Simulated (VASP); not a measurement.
A run of VASP 6.6.1 is set up as follows.

Contents of INCAR:

```
SYSTEM = TaH
  ALGO = Normal
  EDIFF = 1E-6
  ENCUT = 500
  GGA = PE
  GGA_COMPAT = .False.
  ISIF = 2
  ISMEAR = 0
  LASPH = .True.
  LCHARG = .False.
  LREAL = .False.
  LWAVE = .False.
  NBANDS = 13
  NELM = 120
  PREC = Accurate
  SIGMA = 0.2
```

The input KPOINTS:

```
k-points
0
Gamma
  9 9 4
  0 0 0
```

File POSCAR:

```
TaH
1.0
    2.8487780122     -0.0000000032      0.0000000000
   -1.4243890033      2.4671141299      0.0000000000
    0.0000000000      0.0000000000      3.7158765774
Ta H
1 1
Direct
    0.0000000000      0.0000000000      0.0000000000
    0.0000000000      0.0000000000      0.5000000000
```

Potentials or basis: VASP PAW PBE potentials, release 64 (Ta_pv, H).

Run with:

```console
$ cat potpaw_PBE.64/Ta_pv/POTCAR potpaw_PBE.64/H/POTCAR > POTCAR
$ mpirun -np 1 vasp_std > vasp.out
```

(1) What does it give for the band gap on the k mesh?

(2) Estimate the pressure.

## Answers

(1) zero (band 6 reaches 4.37 eV, above the bottom of band 7 at 2.87 eV).

(2) 0.4 GPa.

Caveat: the k points lie up to 0.42 Å⁻¹ apart; spin-orbit coupling is left out, which moves the levels of the heavy elements.
